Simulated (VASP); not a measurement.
# Ni (Fm-3m) in VASP: relaxation of cell and atoms with LDA

Aim: the relaxation of cell and atoms of Ni with LDA.

Everything below comes from runs of VASP 6.6.1. Logs are shortened: lines on timing, memory, paths and dates and some standing lists are left out, and cuts for length are marked.

## Step 1: The cell of the first run

Symmetry: Fm-3m, No. 225, cubic system. Conventional cell: a = 2.911 Å, b = 2.911 Å, c = 2.911 Å, α = 90.00°, β = 90.00°, γ = 90.00°. Within 2.7 Å of Ni (site symmetry m-3m) lie 12 Ni at 2.06 Å.

## Step 2: Relaxation of cell and atoms, LDA, collinear spin, ferromagnetic start, target pressure 390 GPa, at which the enthalpy is minimised

The input, INCAR:

```
SYSTEM = Ni
PREC     = Accurate       ! precision mode
ENCUT    = 600            ! plane-wave cutoff, eV
EDIFF    = 1E-7           ! SCF threshold, eV
ISMEAR   = -1             ! smearing method
SIGMA    = 0.05           ! smearing width, eV
LREAL    = .FALSE.        ! projectors in reciprocal space
LASPH    = .TRUE.         ! aspherical terms in the spheres
NELM     = 150            ! most SCF steps
ALGO     = Normal         ! electronic algorithm
ISIF     = 3              ! what is computed and relaxed
LWAVE    = .FALSE.        ! write WAVECAR
LCHARG   = .FALSE.        ! write CHGCAR
ISPIN    = 2              ! spin polarisation
MAGMOM   = 1              ! initial moments
LORBIT   = 11             ! projections on sites
LMAXMIX  = 4              ! l up to which the mixer works
IBRION   = 2              ! ionic algorithm
NSW      = 32             ! ionic steps
EDIFFG   = -0.005         ! ionic threshold
PSTRESS  = 3900.0
```

The input, KPOINTS:

```
Automatic mesh
0
G
  22 22 22
  0 0 0
```

The input, POSCAR:

```
Ni
1.0
    0.0000000000      1.4557097912      1.4557097912
    1.4557097912      0.0000000000      1.4557097912
    1.4557097912      1.4557097912      0.0000000000
Ni
1
Direct
    0.0000000000      0.0000000000      0.0000000000
```

Potentials or basis: VASP PAW LDA potentials, release 64 (Ni).

Run with:

```sh
cat potpaw_LDA.64/Ni/POTCAR > POTCAR
mpirun -np 1 vasp_std > vasp.out
```

OUTCAR:

```text
SYSTEM = Ni
   PREC = Accurate
   ENCUT = 600
   EDIFF = 1E-7
   ISMEAR = -1
   LREAL = .FALSE.
   LASPH = .TRUE.
   NELM = 150
   ISIF = 3
   ISPIN = 2
   LORBIT = 11
   IBRION = 2
   NSW = 32
   EDIFFG = -0.005
   PSTRESS = 3900.0

 ion  position               nearest neighbor table
   1  0.000  0.000  0.000-

  LATTYP: Found a face centered cubic cell.
 ALAT       =     2.9114195824

  Lattice vectors:

 A1 = (   0.0000000000,   1.4557097912,   1.4557097912)
 A2 = (   1.4557097912,   0.0000000000,   1.4557097912)
 A3 = (   1.4557097912,   1.4557097912,   0.0000000000)

Analysis of symmetry for initial positions (statically):
=====================================================================
 Subroutine PRICEL returns:
 Original cell was already a primitive cell.

 Routine SETGRP: Setting up the symmetry group for a
 face centered cubic supercell.

 Subroutine GETGRP returns: Found 48 space group operations
 (whereof 48 operations were pure point group operations)
 out of a pool of 48 trial point group operations.

The static configuration has the point symmetry O_h .

Analysis of symmetry for dynamics (positions and initial velocities):
=====================================================================
 Subroutine PRICEL returns:
 Original cell was already a primitive cell.

 Routine SETGRP: Setting up the symmetry group for a
 face centered cubic supercell.

 Subroutine GETGRP returns: Found 48 space group operations
 (whereof 48 operations were pure point group operations)
 out of a pool of 48 trial point group operations.

The dynamic configuration has the point symmetry O_h .

Analysis of structural, dynamic, and magnetic symmetry:
=====================================================================
 Subroutine PRICEL returns:
 Original cell was already a primitive cell.

 Routine SETGRP: Setting up the symmetry group for a
 face centered cubic supercell.

 Subroutine GETGRP returns: Found 48 space group operations
 (whereof 48 operations were pure point group operations)
 out of a pool of 48 trial point group operations.

The overall configuration has the point symmetry O_h .

 Subroutine INISYM returns: Found 48 space group operations
 (whereof 48 operations are pure point group operations),
 and found     1 'primitive' translations

----------------------------------------------------------------------------------------

                                     Primitive cell

  volume of cell :       6.1696

  direct lattice vectors                    reciprocal lattice vectors
     0.000000000  1.455709791  1.455709791    -0.343475055  0.343475055  0.343475055
     1.455709791  0.000000000  1.455709791     0.343475055 -0.343475055  0.343475055
     1.455709791  1.455709791  0.000000000     0.343475055  0.343475055 -0.343475055

  length of vectors
     2.058684530  2.058684530  2.058684530     0.594916246  0.594916246  0.594916246

  position of ions in fractional coordinates (direct lattice)
     0.000000000  0.000000000  0.000000000

  ion indices of the primitive-cell ions
   primitive index   ion index
                 1           1

----------------------------------------------------------------------------------------

 KPOINTS: Automatic mesh

Automatic generation of k-mesh.
 Grid dimensions read from file:
 generate k-points for:   22   22   22

 Generating k-lattice:

  Cartesian coordinates                     Fractional coordinates (reciprocal lattice)
    -0.015612502  0.015612502  0.015612502     0.045454545  0.000000000  0.000000000
     0.015612502 -0.015612502  0.015612502     0.000000000  0.045454545  0.000000000
     0.015612502  0.015612502 -0.015612502     0.000000000  0.000000000  0.045454545

  Length of vectors
     0.027041648  0.027041648  0.027041648

  Shift w.r.t. Gamma in fractional coordinates (k-lattice)
     0.000000000  0.000000000  0.000000000

 Subroutine IBZKPT returns following result:
 ===========================================

 Found    328 irreducible k-points:

 Following reciprocal coordinates:
            Coordinates               Weight
  0.000000  0.000000  0.000000      1.000000
  0.045455  0.000000  0.000000      8.000000
  0.090909  0.000000  0.000000      8.000000
  0.136364  0.000000  0.000000      8.000000
  0.181818  0.000000  0.000000      8.000000
  0.227273  0.000000  0.000000      8.000000
[... 16 lines left out ...]
  0.500000  0.045455  0.000000     24.000000
 -0.454545  0.045455  0.000000     24.000000
 [... further k-points ...]
   k-points           NKPTS =    328   k-points in BZ     NKDIM =    328   number of bands    NBANDS=     10
   number of dos      NEDOS =    301   number of ions     NIONS =      1
   total plane-waves  NPLWV =   4096
   dimension x,y,z NGX =    16 NGY =   16 NGZ =   16
   dimension x,y,z NGXF=    32 NGYF=   32 NGZF=   32
   ions per type =               1
   NGX,Y,Z   is equivalent  to a cutoff of  12.92, 12.92, 12.92 a.u.
   NGXF,Y,Z  is equivalent  to a cutoff of  25.84, 25.84, 25.84 a.u.
 SYSTEM =  Ni
   PREC   = accura    normal or accurate (medium, high low for compatibility)
   ISTART =      0    job   : 0-new  1-cont  2-samecut
   ICHARG =      2    charge: 1-file 2-atom 10-const
   ISPIN  =      2    spin polarized calculation?
   LNONCOLLINEAR =      F non collinear calculations
   LSORBIT =      F    spin-orbit coupling
   LASPH  =      T    aspherical Exc in radial PAW
   ENCUT  =  600.0 eV  44.10 Ry    6.64 a.u.   4.11  4.11  4.11*2*pi/ulx,y,z
   NELM   =    150;   NELMIN=  2; NELMDL= -5     # of ELM steps
   EDIFF  = 0.1E-06   stopping-criterion for ELM
   LREAL  =      F    real-space projection
   EDIFFG = -.5E-02   stopping-criterion for IOM
   NSW    =     32    number of steps for IOM
   IBRION =      2    ionic relax: 0-MD 1-quasi-New 2-CG
   NFREE  =      1    steps in history (QN), initial steepest desc. (CG)
   ISIF   =      3    stress and relaxation
   ISYM   =      2    0-nonsym 1-usesym 2-fastsym
   POTIM  = 0.5000    time-step for ionic-motion
   TEBEG  =    0.0;   TEEND  =   0.0 temperature during run
   PSTRESS= 3900.0 pullay stress
   NELECT =      10.0000    total number of electrons
   NUPDOWN=      -1.0000    fix difference up-down
   EMIN   =  10.00;   EMAX   =-10.00  energy-range for DOS
   EFERMI =   0.00;   METHOD = LEGACY
   ISMEAR =    -1;   SIGMA  =   0.05  broadening in eV -4-tet -1-fermi 0-gaus
   EFERMI_NEDOS =   21; number of points for ismear=-14 and -15
   IALGO  =     38    algorithm
   IMIX   =      4    mixing-type and parameters
     AMIX     =   0.40;   BMIX     =  1.00
     AMIX_MAG =   1.60;   BMIX_MAG =  1.00
  volume/ion in A,a.u.               =       6.17        41.63
  Fermi-wavevector in a.u.,A,eV,Ry     =   1.923048  3.634033 50.315868  3.698112
  Thomas-Fermi vector in A             =   2.956984
   LORBIT       =     11    0 simple, 1 ext, 2 COOP (PROOUT), +10 PAW based schemes
   GGA     = CA    functional components
   LHFCALC =     F    Hartree Fock is set to
   AEXX    =    0.0000 exact exchange contribution
   IVDW    =     0    specifies the selected vdW correction
   LEPSILON=     F    determine dielectric tensor
   LRPA    =     F    only Hartree local field effects (RPA)
 conjugate gradient relaxation of ions
 spin polarized calculation
  energy-cutoff  :      600.00
  volume of cell :        6.17
 maximum number of plane-waves:       214
   NGX =  9   NGY =  9   NGZ =  9

--------------------------------------- Ionic step        1  -------------------------------------------

 number of electron      10.0000000 magnetization       1.0000000

 number of electron       9.9999993 magnetization       0.3121264

 Free energy of the ion-electron system (eV)
  ---------------------------------------------------
  ext. energy  EPLUGINS =         0.00000000
  ---------------------------------------------------
  free energy    TOTEN  =        -3.61173473 eV

  energy without entropy =       -3.59913019  energy(sigma->0) =       -3.60543246

------------------------ aborting loop because EDIFF is reached ----------------------------------------

  FORCE on cell =-STRESS in cart. coord.  units (eV):
  Direction    XX          YY          ZZ          XY          YZ          ZX
  --------------------------------------------------------------------------------------
  -------------------------------------------------------------------------------------
  Total       15.0819917     15.0819917     15.0819917     -0.0000000      0.0000000      0.0000000
  in kB     3916.6510038   3916.6510038   3916.6510038     -0.0000000      0.0000000      0.0000000
  external PRESSURE =      16.6510038 kB  Pullay stress =    3900.0000000 kB
[... 59 lines left out ...]
  enthalpy is  TOTEN    =        11.4083490567 eV   P V=       15.1576668457

--------------------------------------- Ionic step        3  -------------------------------------------

 number of electron       9.9999993 magnetization       0.3131678

 Free energy of the ion-electron system (eV)
  ---------------------------------------------------
  ext. energy  EPLUGINS =         0.00000000
  ---------------------------------------------------
  free energy    TOTEN  =        -3.62664501 eV

  energy without entropy =       -3.61405235  energy(sigma->0) =       -3.62034868

 E-fermi :  20.1815     XC(G=0): -17.3052

 val. band max:       20.1811725040   @ k =  -0.2727   0.0909   0.0000
 cond. band min:      20.1857121694   @ k =  -0.4091   0.4091   0.0909
 fundamental gap:      0.0045396654
 Fermi energy:        20.1815202472

 spin component 1

 k-point     1 :       0.0000    0.0000    0.0000
  band No.  band energies     occupation
      1       6.6564      1.00000
      2      15.6417      1.00000
      3      15.6417      1.00000
      4      15.6417      1.00000
      5      18.2745      1.00000
      6      18.2745      1.00000
      7      48.0278      0.00000
      8      56.7407      0.00000
      9      56.7407      0.00000
     10      56.7407      0.00000
[... 287 lines left out ...]
 k-point    24 :      -0.4545    0.0455    0.0000
  band No.  band energies     occupation
      1      11.0469      1.00000
      2      15.4253      1.00000
      3      15.5772      1.00000
      4      18.2103      1.00000
      5      19.8842      0.99739
      6      20.7392      0.00001
      7      31.8945      0.00000
      8      46.2783      0.00000
      9      54.5557      0.00000
     10      55.5547      0.00000

 [... further k-points ...]

 spin component 2

 k-point     1 :       0.0000    0.0000    0.0000
  band No.  band energies     occupation
      1       6.7097      1.00000
      2      15.9624      1.00000
      3      15.9624      1.00000
      4      15.9624      1.00000
      5      18.5813      1.00000
      6      18.5813      1.00000
      7      48.0618      0.00000
      8      56.7824      0.00000
      9      56.7824      0.00000
     10      56.7824      0.00000
[... 327 lines left out ...]
  FREE ENERGIE OF THE ION-ELECTRON SYSTEM (eV)
  ---------------------------------------------------
  free  energy   TOTEN  =        -3.6266450062 eV

  energy  without entropy=       -3.6140523548  energy(sigma->0) =       -3.62034868

  enthalpy is  TOTEN    =        11.4061053700 eV   P V=       15.0327503762

 reached required accuracy - stopping structural energy minimisation

 total charge

# of ion       s       p       d       tot
------------------------------------------
    1        0.850   1.269   8.974  11.093

 magnetization (x)

# of ion       s       p       d       tot
------------------------------------------
    1       -0.002  -0.010   0.310   0.298
```

Wall time 24 s (1 thread of Intel Xeon 6975P-C (Granite Rapids), shared host); peak memory 0.14 GiB.

Results:

```
Free energy                                                : -3.6266 eV
Relaxed volume                                             : 6.18 Å³/atom
Relaxed cell                                               : a = 2.059 Å, b = 2.059 Å, c = 2.059 Å, α = 60.00°, β = 60.00°, γ = 60.00°
Space group after relaxing (to 0.1 Å)                      : Fm-3m (No. 225)
Energy change on relaxing (the run minimises the enthalpy) : -14.9 meV/atom
Ionic steps                                                : 3
Pressure after relaxing                                    : 390.0 GPa
Net moment                                                 : 0.31 μB per cell
Site moments                                               : Ni +0.30 μB
```

The path:
| step | energy change (eV) | largest force (eV/Å) | pressure (GPa) | volume (Å³) |
| --- | --- | --- | --- | --- |
| 1 | 0.0000 | 0.0000 | 391.67 | 6.17 |
| 2 | -0.1376 | 0.0000 | 376.03 | 6.23 |
| 3 | -0.0149 | 0.0000 | 390.03 | 6.18 |

Final structure:
```yaml
crystal:
  lattice:
    - [0.00000, 1.45619, 1.45619]
    - [1.45619, 0.00000, 1.45619]
    - [1.45619, 1.45619, 0.00000]
  atoms:
    - { symbol: Ni, position: [0.00000, 0.00000, 0.00000] }
```

Caveat: the cell is relaxed towards a set pressure, so the run minimises the enthalpy, not the energy.
